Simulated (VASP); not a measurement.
# FeGe (P2_13) in VASP: single point with PBEsol

Aim: the single point of FeGe with PBEsol.

All numbers are computed with VASP 6.6.1; they aren't measurements. Logs are shortened: lines on timing, memory, paths and dates and some standing lists are left out, and cuts for length are marked.

### Step 1. The cell of the first run

The structure is cubic, space group P2_13 (No. 198). Conventional cell: a = 4.687 Å, b = 4.687 Å, c = 4.687 Å, α = 90.00°, β = 90.00°, γ = 90.00°. Fe (site symmetry 3) has 7 Ge at 2.37 to 2.66 Å and 6 Fe at 2.87 Å within 3.1 Å. Ge (site symmetry 3) has 7 Fe at 2.37 to 2.66 Å and 6 Ge at 2.91 Å within 3.1 Å.

### Step 2. Single point, PBEsol, collinear spin, ferromagnetic start (12.87 Å³/atom)

The input, INCAR:

```
PREC = Accurate ; ENCUT = 520
EDIFF = 1E-6 ; ISMEAR = 0
SIGMA = 0.1 ; LREAL = False
LASPH = True ; NELM = 150
ALGO = Normal ; ISIF = 2
LWAVE = False ; LCHARG = False
ISPIN = 2 ; MAGMOM = 1.2 1.2 1.2 1.2 0 0 0 0
LORBIT = 11 ; LMAXMIX = 4
GGA = PS ; NBANDS = 58
```

The input, KPOINTS:

```
regular mesh
0
Gamma
  8 8 8
```

The input, POSCAR:

```
FeGe
1.0
    4.6866150542      0.0000000000      0.0000000000
    0.0000000000      4.6866150542      0.0000000000
    0.0000000000      0.0000000000      4.6866150542
Fe Ge
4 4
Direct
    0.1324732552      0.1324732552      0.1324732552
    0.3675267448      0.8675267448      0.6324732552
    0.6324732552      0.3675267448      0.8675267448
    0.8675267448      0.6324732552      0.3675267448
    0.8408400822      0.8408400822      0.8408400822
    0.6591599178      0.1591599178      0.3408400822
    0.3408400822      0.6591599178      0.1591599178
    0.1591599178      0.3408400822      0.6591599178
```

Potentials or basis: VASP PAW PBE potentials, release 64 (Fe, Ge_d).

Started as:

```
$ cat potpaw_PBE.64/Fe/POTCAR potpaw_PBE.64/Ge_d/POTCAR > POTCAR
$ mpirun -np 1 vasp_std > vasp.out
```

OUTCAR:

```text
PREC = Accurate
   ENCUT = 520
   EDIFF = 1E-6
   ISMEAR = 0
   LREAL = False
   LASPH = True
   NELM = 150
   ISIF = 2
   ISPIN = 2
   LORBIT = 11
   GGA = PS

 ion  position               nearest neighbor table
   1  0.132  0.132  0.132-   5 2.37   6 2.43   7 2.43   8 2.43   7 2.66   8 2.66   6 2.66   3 2.87
                             4 2.87   2 2.87   2 2.87   4 2.87   3 2.87
   2  0.368  0.868  0.632-   6 2.37   5 2.43   7 2.43   8 2.43   7 2.66   8 2.66   5 2.66   1 2.87
                             1 2.87   3 2.87   3 2.87   4 2.87   4 2.87
   3  0.632  0.368  0.868-   7 2.37   6 2.43   5 2.43   8 2.43   8 2.66   6 2.66   5 2.66   1 2.87
                             4 2.87   2 2.87   2 2.87   4 2.87   1 2.87
   4  0.868  0.632  0.368-   8 2.37   6 2.43   7 2.43   5 2.43   6 2.66   5 2.66   7 2.66   1 2.87
                             3 2.87   2 2.87   1 2.87   2 2.87   3 2.87
   5  0.841  0.841  0.841-   1 2.37   2 2.43   3 2.43   4 2.43   3 2.66   4 2.66   2 2.66   7 2.91
                             7 2.91   8 2.91   6 2.91   8 2.91   6 2.91
   6  0.659  0.159  0.341-   2 2.37   1 2.43   3 2.43   4 2.43   3 2.66   4 2.66   1 2.66   8 2.91
                             8 2.91   7 2.91   7 2.91   5 2.91   5 2.91
   7  0.341  0.659  0.159-   3 2.37   2 2.43   1 2.43   4 2.43   4 2.66   2 2.66   1 2.66   5 2.91
                             5 2.91   8 2.91   8 2.91   6 2.91   6 2.91
   8  0.159  0.341  0.659-   4 2.37   2 2.43   3 2.43   1 2.43   2 2.66   1 2.66   3 2.66   6 2.91
                             6 2.91   7 2.91   5 2.91   7 2.91   5 2.91

  LATTYP: Found a simple cubic cell.
 ALAT       =     4.6866150542

  Lattice vectors:

 A1 = (   4.6866150542,   0.0000000000,   0.0000000000)
 A2 = (   0.0000000000,   4.6866150542,   0.0000000000)
 A3 = (   0.0000000000,   0.0000000000,   4.6866150542)

Analysis of symmetry for initial positions (statically):
=====================================================================
 Subroutine PRICEL returns:
 Original cell was already a primitive cell.

 Routine SETGRP: Setting up the symmetry group for a
 simple cubic supercell.

 Subroutine GETGRP returns: Found 12 space group operations
 (whereof  3 operations were pure point group operations)
 out of a pool of 48 trial point group operations.

The static configuration has the point symmetry C_3 .
 The point group associated with its full space group is T   .

Analysis of symmetry for dynamics (positions and initial velocities):
=====================================================================
 Subroutine PRICEL returns:
 Original cell was already a primitive cell.

 Routine SETGRP: Setting up the symmetry group for a
 simple cubic supercell.

 Subroutine GETGRP returns: Found 12 space group operations
 (whereof  3 operations were pure point group operations)
 out of a pool of 48 trial point group operations.

The dynamic configuration has the point symmetry C_3 .
 The point group associated with its full space group is T   .

Analysis of structural, dynamic, and magnetic symmetry:
=====================================================================
 Subroutine PRICEL returns:
 Original cell was already a primitive cell.

 Routine SETGRP: Setting up the symmetry group for a
 simple cubic supercell.

 Subroutine GETGRP returns: Found 12 space group operations
 (whereof  3 operations were pure point group operations)
 out of a pool of 48 trial point group operations.

The overall configuration has the point symmetry C_3 .
 The point group associated with its full space group is T   .

 Subroutine INISYM returns: Found 12 space group operations
 (whereof  3 operations are pure point group operations),
 and found     1 'primitive' translations

----------------------------------------------------------------------------------------

                                     Primitive cell

  volume of cell :     102.9385

  direct lattice vectors                    reciprocal lattice vectors
     4.686615054  0.000000000  0.000000000     0.213373616  0.000000000  0.000000000
     0.000000000  4.686615054  0.000000000     0.000000000  0.213373616  0.000000000
     0.000000000  0.000000000  4.686615054     0.000000000  0.000000000  0.213373616

  length of vectors
     4.686615054  4.686615054  4.686615054     0.213373616  0.213373616  0.213373616

  position of ions in fractional coordinates (direct lattice)
     0.132473255  0.132473255  0.132473255
     0.367526745  0.867526745  0.632473255
     0.632473255  0.367526745  0.867526745
     0.867526745  0.632473255  0.367526745
     0.840840082  0.840840082  0.840840082
     0.659159918  0.159159918  0.340840082
[... 73 lines left out ...]
   NGX,Y,Z   is equivalent  to a cutoff of  12.77, 12.77, 12.77 a.u.
   NGXF,Y,Z  is equivalent  to a cutoff of  25.54, 25.54, 25.54 a.u.
 SYSTEM =  unknown system
   PREC   = accura    normal or accurate (medium, high low for compatibility)
   ISTART =      0    job   : 0-new  1-cont  2-samecut
   ICHARG =      2    charge: 1-file 2-atom 10-const
   ISPIN  =      2    spin polarized calculation?
   LNONCOLLINEAR =      F non collinear calculations
   LSORBIT =      F    spin-orbit coupling
   LASPH  =      T    aspherical Exc in radial PAW
   ENCUT  =  520.0 eV  38.22 Ry    6.18 a.u.   8.71  8.71  8.71*2*pi/ulx,y,z
   NELM   =    150;   NELMIN=  2; NELMDL= -5     # of ELM steps
   EDIFF  = 0.1E-05   stopping-criterion for ELM
   LREAL  =      F    real-space projection
[... 7 lines left out ...]
   TEBEG  =    0.0;   TEEND  =   0.0 temperature during run
   PSTRESS=    0.0 pullay stress
   NELECT =      88.0000    total number of electrons
   NUPDOWN=      -1.0000    fix difference up-down
   EMIN   =  10.00;   EMAX   =-10.00  energy-range for DOS
   EFERMI =   0.00;   METHOD = LEGACY
   ISMEAR =     0;   SIGMA  =   0.10  broadening in eV -4-tet -1-fermi 0-gaus
   EFERMI_NEDOS =   21; number of points for ismear=-14 and -15
   IALGO  =     38    algorithm
   IMIX   =      4    mixing-type and parameters
     AMIX     =   0.40;   BMIX     =  1.00
     AMIX_MAG =   1.60;   BMIX_MAG =  1.00
  volume/ion in A,a.u.               =      12.87        86.83
  Fermi-wavevector in a.u.,A,eV,Ry     =   1.553733  2.936130 32.845645  2.414087
  Thomas-Fermi vector in A             =   2.657921
   LORBIT       =     11    0 simple, 1 ext, 2 COOP (PROOUT), +10 PAW based schemes
   GGA     = PS    functional components
   LHFCALC =     F    Hartree Fock is set to
   AEXX    =    0.0000 exact exchange contribution
   IVDW    =     0    specifies the selected vdW correction
   LEPSILON=     F    determine dielectric tensor
   LRPA    =     F    only Hartree local field effects (RPA)
 spin polarized calculation
 Gauss-broadening in eV      SIGMA  =   0.10
  energy-cutoff  :      520.00
  volume of cell :      102.94
 maximum number of plane-waves:      2800
   NGX = 17   NGY = 17   NGZ = 17

 number of electron      87.9999908 magnetization       4.2033099

 Free energy of the ion-electron system (eV)
  ---------------------------------------------------
  ext. energy  EPLUGINS =         0.00000000
  ---------------------------------------------------
  free energy    TOTEN  =       -56.91304360 eV

  energy without entropy =      -56.87785573  energy(sigma->0) =      -56.89544967

 E-fermi :   7.8588     XC(G=0): -13.0336

 val. band max:        7.8533953011   @ k =   0.3750   0.3750   0.3750
 cond. band min:       7.8628912449   @ k =   0.5000   0.3750   0.2500
 fundamental gap:      0.0094959438
 Fermi energy:         7.8587997854

 spin component 1

 k-point     1 :       0.0000    0.0000    0.0000
  band No.  band energies     occupation
      1     -16.6849      1.00000
      2     -16.6849      1.00000
      3     -16.6849      1.00000
      4     -16.6477      1.00000
      5     -16.6477      1.00000
      6     -16.6477      1.00000
[... 1405 lines left out ...]
     55      12.7836      0.00000
     56      13.0513      0.00000

 [... further k-points ...]

 spin component 2

 k-point     1 :       0.0000    0.0000    0.0000
  band No.  band energies     occupation
      1     -16.7025      1.00000
      2     -16.7025      1.00000
      3     -16.7025      1.00000
      4     -16.6645      1.00000
      5     -16.6645      1.00000
      6     -16.6645      1.00000
[... 1405 lines left out ...]
     55      13.0234      0.00000
     56      13.2858      0.00000

 [... further k-points ...]

 [bands above 56 left out]

------------------------ aborting loop because EDIFF is reached ----------------------------------------

  FORCE on cell =-STRESS in cart. coord.  units (eV):
  Direction    XX          YY          ZZ          XY          YZ          ZX
  --------------------------------------------------------------------------------------
  -------------------------------------------------------------------------------------
  Total       -5.8071777     -5.8071777     -5.8071777     -0.0000000      0.0000000     -0.0000000
  in kB      -90.3853088    -90.3853088    -90.3853088     -0.0000000      0.0000000     -0.0000000
  external PRESSURE =     -90.3853088 kB  Pullay stress =       0.0000000 kB

 VOLUME and BASIS-vectors are now :
 -----------------------------------------------------------------------------
  energy-cutoff  :      520.00
  volume of cell :      102.94
      direct lattice vectors                 reciprocal lattice vectors
     4.686615054  0.000000000  0.000000000     0.213373616  0.000000000  0.000000000
     0.000000000  4.686615054  0.000000000     0.000000000  0.213373616  0.000000000
     0.000000000  0.000000000  4.686615054     0.000000000  0.000000000  0.213373616

 POSITION                                       TOTAL-FORCE (eV/Angst)
 -----------------------------------------------------------------------------------
      0.62085      0.62085      0.62085         0.010161      0.010161      0.010161
      1.72246      4.06576      2.96416        -0.010161     -0.010161      0.010161
      2.96416      1.72246      4.06576         0.010161     -0.010161     -0.010161
      4.06576      2.96416      1.72246        -0.010161      0.010161     -0.010161
      3.94069      3.94069      3.94069         0.000556      0.000556      0.000556
      3.08923      0.74592      1.59739        -0.000556     -0.000556      0.000556
      1.59739      3.08923      0.74592         0.000556     -0.000556     -0.000556
      0.74592      1.59739      3.08923        -0.000556      0.000556     -0.000556
 -----------------------------------------------------------------------------------
    total drift:                                0.000000      0.000000      0.000000

  FREE ENERGIE OF THE ION-ELECTRON SYSTEM (eV)
  ---------------------------------------------------
  free  energy   TOTEN  =       -56.9130436049 eV

  energy  without entropy=      -56.8778557269  energy(sigma->0) =      -56.89544967

 total charge

# of ion       s       p       d       tot
------------------------------------------
    1        0.378   0.496   6.456   7.330
    2        0.378   0.496   6.456   7.330
    3        0.378   0.496   6.456   7.330
    4        0.378   0.496   6.456   7.330
    5        1.116   1.232  10.115  12.463
    6        1.116   1.232  10.115  12.463
    7        1.116   1.232  10.115  12.463
    8        1.116   1.232  10.115  12.463
--------------------------------------------------
tot          5.975   6.912  66.283  79.170

 magnetization (x)

# of ion       s       p       d       tot
------------------------------------------
    1       -0.001  -0.005   1.166   1.160
    2       -0.001  -0.005   1.166   1.160
    3       -0.001  -0.005   1.166   1.160
    4       -0.001  -0.005   1.166   1.160
    5       -0.011  -0.061  -0.005  -0.077
    6       -0.011  -0.061  -0.005  -0.077
    7       -0.011  -0.061  -0.005  -0.077
    8       -0.011  -0.061  -0.005  -0.077
--------------------------------------------------
tot         -0.049  -0.262   4.643   4.332
```

Wall time 5.1 min (1 thread of AMD EPYC 9R45 (Zen 5), shared host); peak memory 0.46 GiB.

What came out:

| Property | Result |
| --- | --- |
| Free energy | -56.9130 eV |
| Pressure | -9.0 GPa |
| Largest force | 0.018 eV/Å |
| Net moment | 4.20 μB per cell |
| Site moments | Fe +1.16; Ge -0.08 μB |
| Valence electrons inside the program's atomic spheres | Fe 7.33; Ge 12.46 |

Forces in eV/Å, atoms in the order of the input:
```
Fe   0.010  0.010  0.010
Fe  -0.010 -0.010  0.010
Fe   0.010 -0.010 -0.010
Fe  -0.010  0.010 -0.010
Ge   0.001  0.001  0.001
Ge  -0.001 -0.001  0.001
Ge   0.001 -0.001 -0.001
Ge  -0.001  0.001 -0.001
```

Caveat: the cell stands under tension; the PAW data sets were made with another functional, which shifts forces and pressure a little.
